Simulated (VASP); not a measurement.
Crystal: BP.

```xyz
2
Lattice="0.0000 2.5528 1.8048 2.5528 0.0000 1.8048 2.5528 2.5528 0.0000" Properties=species:S:1:pos:R:3 pbc="T T T"
B     0.0000    0.0000    0.0000
P     3.8292    3.8292    2.7072
```

Base run:

| Property | Result |
| --- | --- |
| Program | VASP 6.6.1 |
| Functional | RPBE |
| Potentials or basis | VASP PAW PBE potentials, release 64 (B, P) |
| Cutoff | 520 eV |
| k mesh | 12 × 12 × 12 |
| Occupations | gaussian, width 0.05 eV |
| Spin | no spin polarisation |

Its results: band gap on the k mesh zero (band 4 reaches 9.33 eV, above the bottom of band 5 at 6.01 eV); pressure -2.6 GPa.

**Question.** The run is repeated on the same cell with these changes: functional from RPBE to PBE; further incar settings from ALGO = Normal; EDIFF = 1e-07; NBANDS = 11 to ALGO = Normal; EDIFF = 1e-06; NBANDS = 11. What comes out?

**Answer.** Band gap on the k mesh zero (band 4 reaches 9.24 eV, above the bottom of band 5 at 5.92 eV); pressure -4.9 GPa.

Caveats: the PAW data sets were made with another functional, which shifts forces and pressure a little (some runs).
